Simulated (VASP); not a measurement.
# Ta2N (P-1) in VASP: notebook, part 2 of 2

VASP 6.6.1. Earlier steps stand in the parts before.

## (3) Single point, LDA (engineering shear strain xy -0.1400, normal strain along z +0.0467)

File INCAR:

```
SYSTEM = Ta2N
PREC = Accurate ; ENCUT = 520
EDIFF = 1E-6 ; ISMEAR = 0
SIGMA = 0.15 ; LREAL = .False.
LASPH = .True. ; NELM = 100
ALGO = Normal ; ISIF = 2
LWAVE = .False. ; LCHARG = .False.
NBANDS = 20
```

File KPOINTS:

```
Automatic mesh
0
Gamma
  15 15 8
  0 0 0
```

File POSCAR:

```
Ta2N
1.0
    3.0618406011     -0.2143288420      0.0000000000
   -1.7165345226      2.7587961639      0.0000000000
    0.0000000000      0.0000000000      5.0107231719
Ta N
2 1
Direct
    0.6666666667      0.3333333333      0.7466885012
    0.3333333333      0.6666666667      0.2533114988
    0.0000000000      0.0000000000      0.0000000000
```

Potentials or basis: VASP PAW LDA potentials, release 64 (Ta_pv, N).

Started as:

```console
cat potpaw_LDA.64/Ta_pv/POTCAR potpaw_LDA.64/N/POTCAR > POTCAR
mpirun -np 1 vasp_std > vasp.out
```

OUTCAR:

```text
SYSTEM = Ta2N
   PREC = Accurate
   ENCUT = 520
   EDIFF = 1E-6
   ISMEAR = 0
   LREAL = .False.
   LASPH = .True.
   NELM = 100
   ISIF = 2

 ion  position               nearest neighbor table
   1  0.667  0.333  0.747-   3 2.09   3 2.18   3 2.26   2 2.98   2 3.03   2 3.04   2 3.10   2 3.10
                             2 3.16
   2  0.333  0.667  0.253-   3 2.09   3 2.18   3 2.26   1 2.98   1 3.03   1 3.04   1 3.10   1 3.10
                             1 3.16
   3  0.000  0.000  0.000-   1 2.09   2 2.09   1 2.18   2 2.18   1 2.26   2 2.26

  LATTYP: Found a simple monoclinic cell.
 ALAT       =     2.8782220896
 B/A-ratio  =     1.7409091501
 C/A-ratio  =     1.0663989255
 COS(beta)  =    -0.4045359157

  Lattice vectors:

 A1 = (   1.3453060785,   2.5444673219,   0.0000000000)
 A2 = (   0.0000000000,   0.0000000000,  -5.0107231719)
 A3 = (  -3.0618406011,   0.2143288420,   0.0000000000)

Analysis of symmetry for initial positions (statically):
=====================================================================
 Subroutine PRICEL returns:
 Original cell was already a primitive cell.

 Routine SETGRP: Setting up the symmetry group for a
[... 168 lines left out ...]
  energy without entropy =      -37.20201587  energy(sigma->0) =      -37.20960199

 E-fermi :   7.3161     XC(G=0): -13.0872

 val. band max:        7.3147941874   @ k =   0.0000   0.2000   0.0000
 cond. band min:       7.3172534236   @ k =  -0.0667   0.0000   0.3750
 fundamental gap:      0.0024592362
 Fermi energy:         7.3160685206

 k-point     1 :       0.0000    0.0000    0.0000
  band No.  band energies     occupation
      1     -28.0858      2.00000
      2     -27.3920      2.00000
      3     -27.2904      2.00000
      4     -27.1647      2.00000
      5     -27.1522      2.00000
      6     -27.0526      2.00000
[... 541 lines left out ...]
     19      10.2907      0.00000
     20      12.3352      0.00000

 [... further k-points ...]

------------------------ aborting loop because EDIFF is reached ----------------------------------------

  FORCE on cell =-STRESS in cart. coord.  units (eV):
  Direction    XX          YY          ZZ          XY          YZ          ZX
  --------------------------------------------------------------------------------------
  -------------------------------------------------------------------------------------
  Total       -0.9285897     -0.9873239     -3.4332875      5.0527582     -0.1553401     -1.9552873
  in kB      -36.7511981    -39.0757497   -135.8807158    199.9752151     -6.1479622    -77.3852569
  external PRESSURE =     -70.5692212 kB  Pullay stress =       0.0000000 kB

 VOLUME and BASIS-vectors are now :
 -----------------------------------------------------------------------------
  energy-cutoff  :      520.00
  volume of cell :       40.48
      direct lattice vectors                 reciprocal lattice vectors
     3.061840601 -0.214328842  0.000000000     0.341473574  0.212466287  0.000000000
    -1.716534523  2.758796164  0.000000000     0.026528830  0.378983292  0.000000000
     0.000000000  0.000000000  5.010723172     0.000000000  0.000000000  0.199571991

 POSITION                                       TOTAL-FORCE (eV/Angst)
 -----------------------------------------------------------------------------------
      1.46905      0.77671      3.74145         0.255695     -0.027781     -0.459473
     -0.12374      1.76775      1.26927        -0.255695      0.027781      0.459473
      0.00000      0.00000      0.00000         0.000000      0.000000      0.000000
 -----------------------------------------------------------------------------------
    total drift:                                0.000000     -0.000000      0.000000

  FREE ENERGIE OF THE ION-ELECTRON SYSTEM (eV)
  ---------------------------------------------------
  free  energy   TOTEN  =       -37.2171881115 eV

  energy  without entropy=      -37.2020158689  energy(sigma->0) =      -37.20960199
```

OSZICAR:

```text
N       E                     dE             d eps       ncg     rms          rms(c)
DAV:   1     0.210256453765E+03    0.21026E+03   -0.15026E+04 36056   0.138E+03
DAV:   2    -0.312558638497E+02   -0.24151E+03   -0.23518E+03 41024   0.393E+02
DAV:   3    -0.405092988562E+02   -0.92534E+01   -0.90728E+01 45820   0.691E+01
DAV:   4    -0.406246207448E+02   -0.11532E+00   -0.11471E+00 44260   0.723E+00
DAV:   5    -0.406258808222E+02   -0.12601E-02   -0.12590E-02 44540   0.634E-01    0.270E+01
DAV:   6    -0.376537895034E+02    0.29721E+01   -0.17132E+01 41568   0.252E+01    0.126E+01
DAV:   7    -0.372926497447E+02    0.36114E+00   -0.19879E+00 40396   0.834E+00    0.676E+00
DAV:   8    -0.372216438364E+02    0.71006E-01   -0.28940E-01 43088   0.404E+00    0.435E-01
DAV:   9    -0.372179063719E+02    0.37375E-02   -0.27229E-02 43932   0.104E+00    0.252E-01
DAV:  10    -0.372173199749E+02    0.58640E-03   -0.44597E-03 43452   0.505E-01    0.785E-02
DAV:  11    -0.372171992582E+02    0.12072E-03   -0.10318E-03 41264   0.181E-01    0.302E-02
DAV:  12    -0.372171885996E+02    0.10659E-04   -0.56588E-05 40820   0.527E-02    0.103E-02
DAV:  13    -0.372171884757E+02    0.12387E-06   -0.16290E-05 41900   0.210E-02    0.462E-03
DAV:  14    -0.372171881115E+02    0.36428E-06   -0.19346E-06 30404   0.902E-03
   1 F= -.37217188E+02 E0= -.37209602E+02  d E =-.151722E-01
```

It took 3.5 min on 1 thread of Intel Xeon 6975P-C (Granite Rapids), shared host; peak memory 0.68 GiB.

Results:

| Property | Result |
| --- | --- |
| Free energy | -37.2172 eV |
| Pressure | -7.1 GPa |
| Largest force | 0.527 eV/Å |
| Band gap on the k mesh | zero (an odd number of electrons rules out a gap without spin polarisation) |

Forces on the atoms (eV/Å):
```
Ta   0.256 -0.028 -0.459
Ta  -0.256  0.028  0.459
N    0.000  0.000  0.000
```

Caveat: the cell differs from its parent crystal (engineering shear strain xy -0.1400, normal strain along z +0.0467); the stress differs along the axes, from -14 to -4 GPa; spin-orbit coupling is left out, which moves the levels of the heavy elements.
